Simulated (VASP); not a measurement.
# W (I4/mmm) in VASP: single point with r2SCAN

Aim: the single point of W with r2SCAN.

All numbers are computed with VASP 6.6.1; they aren't measurements. Logs are shortened: lines on timing, memory, paths and dates and some standing lists are left out, and cuts for length are marked.

## 1. The cell of the first run

The typed cell holds 3 atoms: a = 3.168 Å, b = 3.168 Å, c = 5.257 Å, α = 107.54°, β = 107.54°, γ = 90.00°.

## 2. Single point, r2SCAN

Contents of POSCAR:

```
W
1.0
    0.0000000000      0.0000000000      3.1684399541
    0.0000000000      3.1684399541      0.0000000000
   -4.7558813526     -1.5842199771     -1.5842199771
W
3
Direct
    0.3333333333      0.3333333333      0.6666666667
    0.0000000000      0.0000000000      0.0000000000
    0.6666666667      0.6666666667      0.3333333333
```

Contents of INCAR.step1:

```
SYSTEM = W
  ALGO = Normal
  EDIFF = 1E-5
  ENCUT = 550
  GGA = PE
  GGA_COMPAT = .False.
  ISMEAR = 0
  LASPH = .True.
  LCHARG = .False.
  LREAL = .False.
  LWAVE = .True.
  NBANDS = 28
  NELM = 120
  PREC = Accurate
  SIGMA = 0.1
```

Contents of INCAR.step2:

```
SYSTEM = W
  ALGO = Normal
  EDIFF = 1E-6
  ENCUT = 550
  GGA_COMPAT = .False.
  ISIF = 2
  ISMEAR = 0
  ISTART = 1
  LASPH = .True.
  LCHARG = .True.
  LELF = .True.
  LMIXTAU = .True.
  LREAL = .False.
  LVHAR = .True.
  LWAVE = .False.
  METAGGA = R2SCAN
  NBANDS = 28
  NELM = 120
  PREC = Accurate
  SIGMA = 0.1
```

Contents of KPOINTS:

```
k-points
0
Gamma
  14 14 14
  0 0 0
```

Potentials or basis: VASP PAW PBE potentials, release 64 (W_sv).

Run with:

```console
cat potpaw_PBE.64/W_sv/POTCAR > POTCAR
cp INCAR.step1 INCAR
mpirun -np 1 vasp_std > vasp.out
cp INCAR.step2 INCAR
mpirun -np 1 vasp_std > vasp.out
```

OUTCAR:

```text
SYSTEM = W
   EDIFF = 1E-6
   ENCUT = 550
   ISIF = 2
   ISMEAR = 0
   ISTART = 1
   LASPH = .True.
   LREAL = .False.
   METAGGA = R2SCAN
   NELM = 120
   PREC = Accurate

 ion  position               nearest neighbor table
   1  0.333  0.333  0.667-   2 2.74   3 2.74   2 2.74   2 2.74   2 2.74   3 2.74   3 2.74   3 2.74
                             3 3.17   2 3.17
   2  0.000  0.000  0.000-   1 2.74   3 2.74   3 2.74   3 2.74   1 2.74   1 2.74   3 2.74   1 2.74
                             3 3.17   1 3.17
   3  0.667  0.667  0.333-   2 2.74   1 2.74   2 2.74   2 2.74   2 2.74   1 2.74   1 2.74   1 2.74
                             1 3.17   2 3.17

  LATTYP: Found a body centered tetragonal cell.
 ALAT       =     3.1684399541
 C/A-ratio  =     3.0020334433

  Lattice vectors:

 A1 = (   4.7558813526,  -1.5842199770,   1.5842199771)
 A2 = (   4.7558813526,   1.5842199771,  -1.5842199770)
 A3 = (  -4.7558813526,   1.5842199770,   1.5842199770)

Analysis of symmetry for initial positions (statically):
=====================================================================
 Subroutine PRICEL returns following result:

  LATTYP: Found a body centered tetragonal cell.
 ALAT       =     3.1684399536
 C/A-ratio  =     1.0006778146

  Lattice vectors:

 A1 = (   1.5852937840,  -1.5842199772,   1.5842199769)
 A2 = (   1.5852937845,   1.5842199774,  -1.5842199767)
 A3 = (  -1.5852937845,   1.5842199767,   1.5842199767)

   3 primitive cells build up your supercell.

 Routine SETGRP: Setting up the symmetry group for a
 body centered tetragonal supercell.

 Subroutine GETGRP returns: Found 16 space group operations
 (whereof 16 operations were pure point group operations)
 out of a pool of 16 trial point group operations.

The static configuration has the point symmetry D_4h.

Analysis of symmetry for dynamics (positions and initial velocities):
=====================================================================
 Subroutine PRICEL returns following result:

  LATTYP: Found a body centered tetragonal cell.
 ALAT       =     3.1684399536
 C/A-ratio  =     1.0006778146

  Lattice vectors:

 A1 = (   1.5852937840,  -1.5842199772,   1.5842199769)
 A2 = (   1.5852937845,   1.5842199774,  -1.5842199767)
 A3 = (  -1.5852937845,   1.5842199767,   1.5842199767)

   3 primitive cells build up your supercell.

 Routine SETGRP: Setting up the symmetry group for a
 body centered tetragonal supercell.

 Subroutine GETGRP returns: Found 16 space group operations
 (whereof 16 operations were pure point group operations)
 out of a pool of 16 trial point group operations.

The dynamic configuration has the point symmetry D_4h.

 Subroutine INISYM returns: Found 16 space group operations
 (whereof 16 operations are pure point group operations),
 and found     3 'primitive' translations

----------------------------------------------------------------------------------------

                                     Primitive cell

  volume of cell :      15.9148

  direct lattice vectors                    reciprocal lattice vectors
     1.585293784 -1.584219977  1.584219977     0.315398953  0.000000000  0.315612735
     1.585293785  1.584219977 -1.584219977     0.315398953  0.315612735  0.000000000
    -1.585293785  1.584219977  1.584219977    -0.000000000  0.315612735  0.315612735

  length of vectors
     2.744569593  2.744569594  2.744569593     0.446192669  0.446192669  0.446343811

  position of ions in fractional coordinates (direct lattice)
     1.000000000  1.000000000  1.000000000

  ion indices of the primitive-cell ions
   primitive index   ion index
                 1           1

----------------------------------------------------------------------------------------

 KPOINTS: k-points

Automatic generation of k-mesh.
 Grid dimensions read from file:
 generate k-points for:   14   14   14

 Generating k-lattice:

  Cartesian coordinates                     Fractional coordinates (reciprocal lattice)
    -0.007509499  0.000000000  0.022543767     0.071428571  0.000000000 -0.000000000
    -0.007509499  0.022543767  0.000000000     0.000000000  0.071428571 -0.000000000
    -0.015018998  0.000000000  0.000000000     0.000000000  0.000000000  0.071428571

  Length of vectors
     0.023761608  0.023761608  0.015018998

  Shift w.r.t. Gamma in fractional coordinates (k-lattice)
     0.000000000  0.000000000  0.000000000

 Subroutine IBZKPT returns following result:
 ===========================================

 Found    244 irreducible k-points:

 Following reciprocal coordinates:
            Coordinates               Weight
  0.000000  0.000000  0.000000      1.000000
  0.071429  0.000000  0.000000      8.000000
  0.142857  0.000000  0.000000      8.000000
  0.214286  0.000000  0.000000      8.000000
  0.285714  0.000000  0.000000      8.000000
  0.357143  0.000000  0.000000      8.000000
[... 16 lines left out ...]
  0.214286  0.142857  0.000000     16.000000
  0.285714  0.142857  0.000000     16.000000
 [... further k-points ...]
   k-points           NKPTS =    244   k-points in BZ     NKDIM =    244   number of bands    NBANDS=     28
   number of dos      NEDOS =    301   number of ions     NIONS =      3
   total plane-waves  NPLWV =  23040
   dimension x,y,z NGX =    24 NGY =   24 NGZ =   40
   dimension x,y,z NGXF=    48 NGYF=   48 NGZF=   80
   ions per type =               3
   NGX,Y,Z   is equivalent  to a cutoff of  12.59, 12.59, 12.65 a.u.
   NGXF,Y,Z  is equivalent  to a cutoff of  25.19, 25.19, 25.30 a.u.
 SYSTEM =  W
   PREC   = accura    normal or accurate (medium, high low for compatibility)
   ISTART =      1    job   : 0-new  1-cont  2-samecut
   ICHARG =      0    charge: 1-file 2-atom 10-const
   ISPIN  =      1    spin polarized calculation?
   LNONCOLLINEAR =      F non collinear calculations
   LSORBIT =      F    spin-orbit coupling
   LASPH  =      T    aspherical Exc in radial PAW
   ENCUT  =  550.0 eV  40.42 Ry    6.36 a.u.   6.06  6.06 10.05*2*pi/ulx,y,z
   NELM   =    120;   NELMIN=  2; NELMDL=  0     # of ELM steps
   EDIFF  = 0.1E-05   stopping-criterion for ELM
   LREAL  =      F    real-space projection
   EDIFFG = 0.1E-04   stopping-criterion for IOM
   NSW    =      0    number of steps for IOM
   IBRION =     -1    ionic relax: 0-MD 1-quasi-New 2-CG
   NFREE  =      0    steps in history (QN), initial steepest desc. (CG)
   ISIF   =      2    stress and relaxation
   ISYM   =      2    0-nonsym 1-usesym 2-fastsym
   POTIM  = 0.5000    time-step for ionic-motion
   TEBEG  =    0.0;   TEEND  =   0.0 temperature during run
   PSTRESS=    0.0 pullay stress
   NELECT =      42.0000    total number of electrons
   NUPDOWN=      -1.0000    fix difference up-down
   EMIN   =  10.00;   EMAX   =-10.00  energy-range for DOS
   EFERMI =   0.00;   METHOD = LEGACY
   ISMEAR =     0;   SIGMA  =   0.10  broadening in eV -4-tet -1-fermi 0-gaus
   EFERMI_NEDOS =   21; number of points for ismear=-14 and -15
   IALGO  =     38    algorithm
   IMIX   =      4    mixing-type and parameters
     AMIX     =   0.40;   BMIX     =  1.00
     AMIX_MAG =   1.60;   BMIX_MAG =  1.00
  volume/ion in A,a.u.               =      15.91       107.40
  Fermi-wavevector in a.u.,A,eV,Ry     =   1.568618  2.964259 33.477996  2.460563
  Thomas-Fermi vector in A             =   2.670623
   LORBIT       =      0    0 simple, 1 ext, 2 COOP (PROOUT), +10 PAW based schemes
   METAGGA = R2SCAN    functional components
   LHFCALC =     F    Hartree Fock is set to
   AEXX    =    0.0000 exact exchange contribution
   IVDW    =     0    specifies the selected vdW correction
   LEPSILON=     F    determine dielectric tensor
   LRPA    =     F    only Hartree local field effects (RPA)
 non-spin polarized calculation
 Gauss-broadening in eV      SIGMA  =   0.10
  energy-cutoff  :      550.00
  volume of cell :       47.74
 maximum number of plane-waves:      1416
   NGX = 13   NGY = 13   NGZ = 21

 number of electron      41.9999996 magnetization

 Free energy of the ion-electron system (eV)
  ---------------------------------------------------
  ext. energy  EPLUGINS =         0.00000000
  ---------------------------------------------------
  free energy    TOTEN  =      -154.06080318 eV

  energy without entropy =     -154.05471688  energy(sigma->0) =     -154.05776003

 E-fermi :  11.2736     XC(G=0): -14.9355

 val. band max:       11.2683705124   @ k =  -0.2857   0.0000   0.1429
 cond. band min:      11.2779875149   @ k =   0.4286   0.0714   0.2143
 fundamental gap:      0.0096170025
 Fermi energy:        11.2735889381

 k-point     1 :       0.0000    0.0000    0.0000
  band No.  band energies     occupation
      1     -64.8935      2.00000
      2     -64.6926      2.00000
      3     -64.6926      2.00000
      4     -28.6577      2.00000
      5     -28.6577      2.00000
      6     -28.4616      2.00000
[... 20 lines left out ...]
     27      14.3501      0.00000
     28      14.3501      0.00000

 k-point     2 :       0.0714    0.0000    0.0000
  band No.  band energies     occupation
      1     -64.8894      2.00000
      2     -64.7015      2.00000
      3     -64.6864      2.00000
      4     -28.7266      2.00000
      5     -28.7022      2.00000
      6     -28.4843      2.00000
[... 20 lines left out ...]
     27      14.5814      0.00000
     28      15.0705      0.00000

 k-point     3 :       0.1429    0.0000    0.0000
  band No.  band energies     occupation
      1     -64.8775      2.00000
      2     -64.7117      2.00000
      3     -64.6840      2.00000
      4     -28.8217      2.00000
      5     -28.7947      2.00000
      6     -28.4883      2.00000
[... 20 lines left out ...]
     27      15.2505      0.00000
     28      15.9664      0.00000

 k-point     4 :       0.2143    0.0000    0.0000
  band No.  band energies     occupation
      1     -64.8588      2.00000
      2     -64.7220      2.00000
      3     -64.6866      2.00000
      4     -28.8923      2.00000
      5     -28.8916      2.00000
      6     -28.4714      2.00000
[... 578 lines left out ...]
     27      14.4331      0.00000
     28      15.2622      0.00000

 k-point    23 :       0.2143    0.1429    0.0000
  band No.  band energies     occupation
      1     -64.8424      2.00000
      2     -64.7357      2.00000
      3     -64.6838      2.00000
      4     -28.8609      2.00000
      5     -28.8112      2.00000
      6     -28.6569      2.00000
[... 20 lines left out ...]
     27      14.6122      0.00000
     28      15.2953      0.00000

 k-point    24 :       0.2857    0.1429    0.0000
  band No.  band energies     occupation
      1     -64.8204      2.00000
      2     -64.7415      2.00000
      3     -64.6935      2.00000
      4     -28.9247      2.00000
      5     -28.8402      2.00000
      6     -28.5937      2.00000
[... 20 lines left out ...]
     27      14.8093      0.00000
     28      15.1490      0.00000

 [... further k-points ...]

------------------------ aborting loop because EDIFF is reached ----------------------------------------

  FORCE on cell =-STRESS in cart. coord.  units (eV):
  Direction    XX          YY          ZZ          XY          YZ          ZX
  --------------------------------------------------------------------------------------
  -------------------------------------------------------------------------------------
  Total        0.3699539      0.3799755      0.3799755      0.0000000     -0.0000000      0.0000000
  in kB       12.4146982     12.7510003     12.7510003      0.0000000     -0.0000000      0.0000000
  external PRESSURE =      12.6388996 kB  Pullay stress =       0.0000000 kB

 VOLUME and BASIS-vectors are now :
 -----------------------------------------------------------------------------
  energy-cutoff  :      550.00
  volume of cell :       47.74
      direct lattice vectors                 reciprocal lattice vectors
     0.000000000  0.000000000  3.168439954    -0.105132984  0.000000000  0.315612735
     0.000000000  3.168439954  0.000000000    -0.105132984  0.315612735  0.000000000
    -4.755881353 -1.584219977 -1.584219977    -0.210265969  0.000000000  0.000000000

 POSITION                                       TOTAL-FORCE (eV/Angst)
 -----------------------------------------------------------------------------------
     -3.17059     -0.00000     -0.00000         0.000000      0.000000      0.000000
      0.00000      0.00000      0.00000        -0.000000      0.000000      0.000000
     -1.58529      1.58422      1.58422        -0.000000     -0.000000     -0.000000
 -----------------------------------------------------------------------------------
    total drift:                               -0.000000      0.000000      0.000000

  FREE ENERGIE OF THE ION-ELECTRON SYSTEM (eV)
  ---------------------------------------------------
  free  energy   TOTEN  =      -154.0608031788 eV

  energy  without entropy=     -154.0547168755  energy(sigma->0) =     -154.05776003
```

Run time: 13 min. Hardware: 1 thread of Intel Xeon 8259CL, shared host; peak memory 0.37 GiB.

What came out:

```
Free energy            : -154.0608 eV
Pressure               : 1.3 GPa
Band gap on the k mesh : zero (bands 21 and 22 overlap by 2.45 eV)
```

Levels at points of the mesh, in eV from the Fermi level:
```
           k point  band 17  band 18  band 19  band 20  band 21  band 22  band 23  band 24  band 25  band 26
(0.00, 0.00, 0.00)    -4.57    -1.32    -1.32    -1.31     0.87     0.87     0.87     0.87     2.50     2.52
(0.50, 0.00, 0.00)    -2.80    -2.80    -1.97    -1.97     0.36     0.36     0.47     2.34     3.08     3.08
(0.50, 0.50, 0.00)    -3.76    -3.76    -2.06    -2.06     0.48     2.35     3.22     3.22     3.40     3.53
(0.00, 0.00, 0.50)    -1.29    -1.29    -1.29    -1.29    -0.66    -0.66    -0.07    -0.07     3.59     3.59
```

Caveat: the PAW data sets were made with another functional, which shifts forces and pressure a little; spin-orbit coupling is left out, which moves the levels of the heavy elements.
